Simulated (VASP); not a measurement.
# WSe2 (P6_3/mmc) in VASP: single point with PBE+U

Aim: the single point of WSe2 with PBE+U.

Everything below comes from runs of VASP 6.6.1. Logs are shortened: lines on timing, memory, paths and dates and some standing lists are left out, and cuts for length are marked.

## 1. The cell of the first run

Symmetry: P6_3/mmc, No. 194, hexagonal system. The conventional cell has a = 3.282 Å, b = 3.282 Å, c = 12.960 Å, α = 90.00°, β = 90.00°, γ = 120.00°. W (site symmetry -6m2) has 6 Se at 2.53 Å and 6 W at 3.28 Å within 3.3 Å. Within 3.3 Å of Se (site symmetry 3m) lie 3 W at 2.53 Å and 6 Se at 3.28 Å.

## 2. Single point, PBE+U, collinear spin, ferromagnetic start

INCAR reads:

```
SYSTEM = WSe2
ALGO = Normal ; EDIFF = 1E-6
ENCUT = 520 ; GGA = PE
ISIF = 2 ; ISMEAR = 0
ISPIN = 2 ; LASPH = .True.
LCHARG = .False. ; LDAU = .True.
LDAUJ = 0 0 ; LDAUL = 2 -1
LDAUPRINT = 1 ; LDAUTYPE = 2
LDAUU = 6.2 0 ; LMAXMIX = 4
LORBIT = 11 ; LREAL = .False.
LWAVE = .False. ; MAGMOM = 1 1 0 0 0 0
NBANDS = 39 ; NELM = 150
PREC = Accurate ; SIGMA = 0.03
```

KPOINTS reads:

```
k-points
0
Gamma
  8 8 2
  0 0 0
```

POSCAR reads:

```
WSe2
1.0
    3.2820020000      0.0000000000      0.0000000000
   -1.6410010000      2.8422971100      0.0000000000
    0.0000000000      0.0000000000     12.9600000000
W Se
2 4
Direct
    0.3333333300      0.6666666700      0.2500000000
    0.6666666700      0.3333333300      0.7500000000
    0.3333333300      0.6666666700      0.6211000000
    0.6666666700      0.3333333300      0.1211000000
    0.3333333300      0.6666666700      0.8789000000
    0.6666666700      0.3333333300      0.3789000000
```

Potentials or basis: VASP PAW PBE potentials, release 64 (W_sv, Se).

Run with:

```bash
> cat potpaw_PBE.64/W_sv/POTCAR potpaw_PBE.64/Se/POTCAR > POTCAR
> mpirun -np 1 vasp_std > vasp.out
```

OUTCAR:

```text
SYSTEM = WSe2
   EDIFF = 1E-6
   ENCUT = 520
   GGA = PE
   ISIF = 2
   ISMEAR = 0
   ISPIN = 2
   LASPH = .True.
   LORBIT = 11
   LREAL = .False.
   NELM = 150
   PREC = Accurate

 ion  position               nearest neighbor table
   1  0.333  0.667  0.250-   4 2.53   6 2.53   4 2.53   6 2.53   4 2.53   6 2.53
   2  0.667  0.333  0.750-   3 2.53   5 2.53   3 2.53   5 2.53   3 2.53   5 2.53
   3  0.333  0.667  0.621-   2 2.53   2 2.53   2 2.53
   4  0.667  0.333  0.121-   1 2.53   1 2.53   1 2.53
   5  0.333  0.667  0.879-   2 2.53   2 2.53   2 2.53
   6  0.667  0.333  0.379-   1 2.53   1 2.53   1 2.53

  LATTYP: Found a hexagonal cell.
 ALAT       =     3.2820020000
 C/A-ratio  =     3.9488092938

  Lattice vectors:

 A1 = (   3.2820020000,   0.0000000000,   0.0000000000)
 A2 = (  -1.6410010000,   2.8422971100,   0.0000000000)
 A3 = (   0.0000000000,   0.0000000000,  12.9600000000)

Analysis of symmetry for initial positions (statically):
=====================================================================
 Subroutine PRICEL returns:
 Original cell was already a primitive cell.

 Routine SETGRP: Setting up the symmetry group for a
 hexagonal supercell.

 Subroutine GETGRP returns: Found 24 space group operations
 (whereof 12 operations were pure point group operations)
 out of a pool of 24 trial point group operations.

The static configuration has the point symmetry D_3d.
 The point group associated with its full space group is D_6h.

Analysis of symmetry for dynamics (positions and initial velocities):
=====================================================================
 Subroutine PRICEL returns:
 Original cell was already a primitive cell.

 Routine SETGRP: Setting up the symmetry group for a
 hexagonal supercell.

 Subroutine GETGRP returns: Found 24 space group operations
 (whereof 12 operations were pure point group operations)
 out of a pool of 24 trial point group operations.

The dynamic configuration has the point symmetry D_3d.
 The point group associated with its full space group is D_6h.

Analysis of structural, dynamic, and magnetic symmetry:
=====================================================================
 Subroutine PRICEL returns:
 Original cell was already a primitive cell.

 Routine SETGRP: Setting up the symmetry group for a
 hexagonal supercell.

 Subroutine GETGRP returns: Found 24 space group operations
 (whereof 12 operations were pure point group operations)
 out of a pool of 24 trial point group operations.

The overall configuration has the point symmetry D_3d.
 The point group associated with its full space group is D_6h.

 Subroutine INISYM returns: Found 24 space group operations
 (whereof 12 operations are pure point group operations),
 and found     1 'primitive' translations

----------------------------------------------------------------------------------------

                                     Primitive cell

  volume of cell :     120.8964

  direct lattice vectors                    reciprocal lattice vectors
     3.282002000  0.000000000  0.000000000     0.304692075  0.175914051  0.000000000
    -1.641001000  2.842297110  0.000000000     0.000000000  0.351828103  0.000000000
     0.000000000  0.000000000 12.960000000     0.000000000  0.000000000  0.077160494

  length of vectors
     3.282002000  3.282002002 12.960000000     0.351828103  0.351828103  0.077160494

  position of ions in fractional coordinates (direct lattice)
     0.333333330  0.666666670  0.250000000
     0.666666670  0.333333330  0.750000000
     0.333333330  0.666666670  0.621100000
     0.666666670  0.333333330  0.121100000
     0.333333330  0.666666670  0.878900000
     0.666666670  0.333333330  0.378900000

  ion indices of the primitive-cell ions
   primitive index   ion index
                 1           1
                 2           2
                 3           3
                 4           4
                 5           5
                 6           6

----------------------------------------------------------------------------------------
[... 103 lines left out ...]
  volume of cell :      120.90
 maximum number of plane-waves:      3298
   NGX = 13   NGY = 13   NGZ = 49

atom =   1  type =  1  l = 2

 onsite density matrix

spin component  1

  0.3203 -0.0000 -0.0000  0.0000 -0.0000
 -0.0000  0.3160  0.0000  0.0000 -0.0000
 -0.0000  0.0000  0.3542 -0.0000  0.0000
  0.0000  0.0000 -0.0000  0.3160 -0.0000
 -0.0000 -0.0000  0.0000 -0.0000  0.3203

spin component  2

  0.3203  0.0000 -0.0000 -0.0000 -0.0000
  0.0000  0.3161 -0.0000  0.0000  0.0000
 -0.0000 -0.0000  0.3542 -0.0000  0.0000
 -0.0000  0.0000 -0.0000  0.3161  0.0000
 -0.0000  0.0000  0.0000  0.0000  0.3203

 occupancies and eigenvectors

  o =  0.3160  v =  0.0000  0.0000 -0.0000 -1.0000  0.0000  0.0000  0.0000  0.0000  0.0000  0.0000      0.0000  0.0000  0.0000  0.0000  0.0000  0.0000  0.0000  0.0000  0.0000  0.0000
  o =  0.3160  v =  0.0000 -1.0000  0.0000 -0.0000 -0.0000  0.0000  0.0000  0.0000  0.0000  0.0000      0.0000  0.0000  0.0000  0.0000  0.0000  0.0000  0.0000  0.0000  0.0000  0.0000
  o =  0.3161  v =  0.0000  0.0000  0.0000  0.0000  0.0000  0.0000 -0.0000 -0.0000 -1.0000 -0.0000      0.0000  0.0000  0.0000  0.0000  0.0000  0.0000  0.0000  0.0000  0.0000  0.0000
  o =  0.3161  v =  0.0000  0.0000  0.0000  0.0000  0.0000  0.0000  1.0000  0.0000 -0.0000 -0.0000      0.0000  0.0000  0.0000  0.0000  0.0000  0.0000  0.0000  0.0000  0.0000  0.0000
  o =  0.3203  v =  0.0000  0.0000  0.0000  0.0000 -1.0000  0.0000  0.0000  0.0000  0.0000  0.0000      0.0000  0.0000  0.0000  0.0000  0.0000  0.0000  0.0000  0.0000  0.0000  0.0000
  o =  0.3203  v =  1.0000  0.0000  0.0000  0.0000  0.0000  0.0000  0.0000  0.0000  0.0000  0.0000      0.0000  0.0000  0.0000  0.0000  0.0000  0.0000  0.0000  0.0000  0.0000  0.0000
  o =  0.3203  v =  0.0000  0.0000  0.0000  0.0000  0.0000  0.0000 -0.0000  0.0000  0.0000 -1.0000      0.0000  0.0000  0.0000  0.0000  0.0000  0.0000  0.0000  0.0000  0.0000  0.0000
  o =  0.3203  v =  0.0000  0.0000  0.0000  0.0000  0.0000  1.0000  0.0000  0.0000  0.0000  0.0000      0.0000  0.0000  0.0000  0.0000  0.0000  0.0000  0.0000  0.0000  0.0000  0.0000
  o =  0.3542  v =  0.0000  0.0000  1.0000 -0.0000  0.0000  0.0000  0.0000  0.0000  0.0000  0.0000      0.0000  0.0000  0.0000  0.0000  0.0000  0.0000  0.0000  0.0000  0.0000  0.0000
  o =  0.3542  v =  0.0000  0.0000  0.0000  0.0000  0.0000  0.0000  0.0000 -1.0000 -0.0000 -0.0000      0.0000  0.0000  0.0000  0.0000  0.0000  0.0000  0.0000  0.0000  0.0000  0.0000

atom =   2  type =  1  l = 2

 onsite density matrix

spin component  1

  0.3203 -0.0000 -0.0000 -0.0000 -0.0000
 -0.0000  0.3160  0.0000  0.0000  0.0000
 -0.0000  0.0000  0.3542  0.0000  0.0000
 -0.0000  0.0000  0.0000  0.3160  0.0000
 -0.0000  0.0000  0.0000  0.0000  0.3203

spin component  2

  0.3203  0.0000 -0.0000  0.0000 -0.0000
  0.0000  0.3161 -0.0000  0.0000 -0.0000
 -0.0000 -0.0000  0.3542 -0.0000  0.0000
  0.0000  0.0000 -0.0000  0.3161 -0.0000
 -0.0000 -0.0000  0.0000 -0.0000  0.3203

 occupancies and eigenvectors

  o =  0.3160  v =  0.0000  0.0000 -0.0000 -1.0000 -0.0000  0.0000  0.0000  0.0000  0.0000  0.0000      0.0000  0.0000  0.0000  0.0000  0.0000  0.0000  0.0000  0.0000  0.0000  0.0000
  o =  0.3160  v =  0.0000 -1.0000  0.0000 -0.0000  0.0000  0.0000  0.0000  0.0000  0.0000  0.0000      0.0000  0.0000  0.0000  0.0000  0.0000  0.0000  0.0000  0.0000  0.0000  0.0000
  o =  0.3161  v =  0.0000  0.0000  0.0000  0.0000  0.0000  0.0000 -0.0000  0.0000 -1.0000 -0.0000      0.0000  0.0000  0.0000  0.0000  0.0000  0.0000  0.0000  0.0000  0.0000  0.0000
  o =  0.3161  v =  0.0000  0.0000  0.0000  0.0000  0.0000  0.0000  1.0000 -0.0000 -0.0000  0.0000      0.0000  0.0000  0.0000  0.0000  0.0000  0.0000  0.0000  0.0000  0.0000  0.0000
  o =  0.3203  v =  0.0000 -0.0000  0.0000  0.0000 -1.0000  0.0000  0.0000  0.0000  0.0000  0.0000      0.0000  0.0000  0.0000  0.0000  0.0000  0.0000  0.0000  0.0000  0.0000  0.0000
  o =  0.3203  v =  1.0000  0.0000  0.0000  0.0000  0.0000  0.0000  0.0000  0.0000  0.0000  0.0000      0.0000  0.0000  0.0000  0.0000  0.0000  0.0000  0.0000  0.0000  0.0000  0.0000
  o =  0.3203  v =  0.0000  0.0000  0.0000  0.0000  0.0000  0.0000  0.0000  0.0000  0.0000 -1.0000      0.0000  0.0000  0.0000  0.0000  0.0000  0.0000  0.0000  0.0000  0.0000  0.0000
  o =  0.3203  v =  0.0000  0.0000  0.0000  0.0000  0.0000  1.0000  0.0000  0.0000  0.0000  0.0000      0.0000  0.0000  0.0000  0.0000  0.0000  0.0000  0.0000  0.0000  0.0000  0.0000
  o =  0.3542  v =  0.0000  0.0000  1.0000  0.0000  0.0000  0.0000  0.0000  0.0000  0.0000  0.0000      0.0000  0.0000  0.0000  0.0000  0.0000  0.0000  0.0000  0.0000  0.0000  0.0000
  o =  0.3542  v =  0.0000  0.0000  0.0000  0.0000  0.0000  0.0000 -0.0000 -1.0000 -0.0000 -0.0000      0.0000  0.0000  0.0000  0.0000  0.0000  0.0000  0.0000  0.0000  0.0000  0.0000

 number of electron      51.9999992 magnetization       0.0003189

 Free energy of the ion-electron system (eV)
  ---------------------------------------------------
  ext. energy  EPLUGINS =         0.00000000
  ---------------------------------------------------
  free energy    TOTEN  =       -29.30029538 eV

  energy without entropy =      -29.30029538  energy(sigma->0) =      -29.30029538

 E-fermi :   6.7725     XC(G=0): -10.7912

 val. band max:        6.5476181848   @ k =   0.0000   0.0000   0.0000
 cond. band min:       7.6741302197   @ k =   0.2500   0.1250   0.0000
 fundamental gap:      1.1265120348
 Fermi energy:         6.7724620696

 spin component 1

 k-point     1 :       0.0000    0.0000    0.0000
  band No.  band energies     occupation
      1     -68.7914      1.00000
      2     -68.7914      1.00000
      3     -32.9589      1.00000
      4     -32.9589      1.00000
      5     -32.8702      1.00000
      6     -32.8702      1.00000
[... 809 lines left out ...]
     37      13.2072      0.00000
     38      13.2072      0.00000
 Fermi energy:         6.7724620696

 spin component 2

 k-point     1 :       0.0000    0.0000    0.0000
  band No.  band energies     occupation
      1     -68.7914      1.00000
      2     -68.7914      1.00000
      3     -32.9589      1.00000
      4     -32.9589      1.00000
      5     -32.8702      1.00000
      6     -32.8702      1.00000
[... 809 lines left out ...]
     37      13.2072      0.00000
     38      13.2072      0.00000
 [bands above 38 left out]

------------------------ aborting loop because EDIFF is reached ----------------------------------------

  FORCE on cell =-STRESS in cart. coord.  units (eV):
  Direction    XX          YY          ZZ          XY          YZ          ZX
  --------------------------------------------------------------------------------------
  -------------------------------------------------------------------------------------
  Total        6.6113907      6.6113908      8.1152107     -0.0000000     -0.0000000      0.0000000
  in kB       87.6173455     87.6173457    107.5466942     -0.0000000     -0.0000000      0.0000000
  external PRESSURE =      94.2604618 kB  Pullay stress =       0.0000000 kB

 VOLUME and BASIS-vectors are now :
 -----------------------------------------------------------------------------
  energy-cutoff  :      520.00
  volume of cell :      120.90
      direct lattice vectors                 reciprocal lattice vectors
     3.282002000  0.000000000  0.000000000     0.304692075  0.175914051  0.000000000
    -1.641001000  2.842297110  0.000000000     0.000000000  0.351828103  0.000000000
     0.000000000  0.000000000 12.960000000     0.000000000  0.000000000  0.077160494

 POSITION                                       TOTAL-FORCE (eV/Angst)
 -----------------------------------------------------------------------------------
     -0.00000      1.89486      3.24000        -0.000000      0.000000      0.000000
      1.64100      0.94743      9.72000         0.000000     -0.000000      0.000000
     -0.00000      1.89486      8.04946        -0.000000     -0.000000     -0.874742
      1.64100      0.94743      1.56946         0.000000     -0.000000     -0.874742
     -0.00000      1.89486     11.39054        -0.000000      0.000000      0.874742
      1.64100      0.94743      4.91054         0.000000      0.000000      0.874742
 -----------------------------------------------------------------------------------
    total drift:                               -0.000009      0.000005     -0.000000

  FREE ENERGIE OF THE ION-ELECTRON SYSTEM (eV)
  ---------------------------------------------------
  free  energy   TOTEN  =       -29.3002953804 eV

  energy  without entropy=      -29.3002953804  energy(sigma->0) =      -29.30029538

 total charge

# of ion       s       p       d       tot
------------------------------------------
    1        2.333   6.305   3.204  11.843
    2        2.333   6.305   3.204  11.843
    3        1.476   2.384   0.074   3.935
    4        1.476   2.384   0.074   3.935
    5        1.476   2.384   0.074   3.935
    6        1.476   2.384   0.074   3.935
--------------------------------------------------
tot         10.571  22.149   6.705  39.425

 magnetization (x)

# of ion       s       p       d       tot
------------------------------------------
    1        0.000   0.000  -0.000  -0.000
    2        0.000   0.000  -0.000  -0.000
    3       -0.000   0.000  -0.000   0.000
    4       -0.000   0.000  -0.000   0.000
    5       -0.000   0.000  -0.000   0.000
    6       -0.000   0.000  -0.000   0.000
--------------------------------------------------
tot         -0.000   0.000  -0.000  -0.000
```

Run time: 2.6 min. Hardware: 1 thread of Intel Xeon Platinum 8488C (Sapphire Rapids), shared host; peak memory 0.34 GiB.

Results:

```yaml
Free_energy: -29.3003 eV
Pressure: 9.4 GPa
Largest_force: 0.875 eV/Å
Band_gap_on_the_k_mesh: 1.13 eV, indirect (least direct gap 1.85 eV)
Net_moment: 0.00 μB per cell
Valence_electrons_inside_the_program's_atomic_spheres: W 11.84; Se 3.94
```

Forces on the atoms (eV/Å):
```
W    0.000  0.000  0.000
W    0.000  0.000  0.000
Se   0.000  0.000 -0.875
Se   0.000  0.000 -0.875
Se   0.000  0.000  0.875
Se   0.000  0.000  0.875
```

Stress tensor (GPa, compression positive):
```
 8.76  0.00  0.00
 0.00  8.76  0.00
 0.00  0.00 10.75
```

Levels at points of the mesh, in eV from the valence-band top:
Spin up:
```tsv
k point	band 23	band 24	band 25	band 26	band 27	band 28	band 29	band 30
(0.00, 0.00, 0.00)	-1.41	-1.21	-1.12	0.00	2.70	2.70	2.74	2.74
(0.50, 0.00, 0.00)	-1.59	-1.48	-1.39	-1.24	2.34	2.37	2.38	2.71
(0.00, 0.00, 0.50)	-1.44	-1.44	-0.24	-0.24	2.70	2.70	2.70	2.70
(0.50, 0.00, 0.50)	-1.47	-1.47	-1.36	-1.36	2.35	2.35	2.58	2.58
```
Spin down:
```
           k point  band 23  band 24  band 25  band 26  band 27  band 28  band 29  band 30
(0.00, 0.00, 0.00)    -1.41    -1.21    -1.12     0.00     2.70     2.70     2.74     2.74
(0.50, 0.00, 0.00)    -1.59    -1.48    -1.39    -1.24     2.34     2.37     2.38     2.71
(0.00, 0.00, 0.50)    -1.44    -1.44    -0.24    -0.24     2.70     2.70     2.70     2.70
(0.50, 0.00, 0.50)    -1.47    -1.47    -1.36    -1.36     2.35     2.35     2.58     2.58
```

Eigenvalues of the final occupation matrices:
```csv
site,spin,trace,eigenvalues
site 1 d,1,1.63,0.32 0.32 0.32 0.32 0.35
site 1 d,2,1.63,0.32 0.32 0.32 0.32 0.35
site 2 d,1,1.63,0.32 0.32 0.32 0.32 0.35
site 2 d,2,1.63,0.32 0.32 0.32 0.32 0.35
```

Caveat: spin-orbit coupling is left out, which moves the levels of the heavy elements; this functional lacks dispersion, which binds the layers, so the pressure and a relaxed spacing across them are unreliable. The state reached can hang on the start; a lower one may exist.
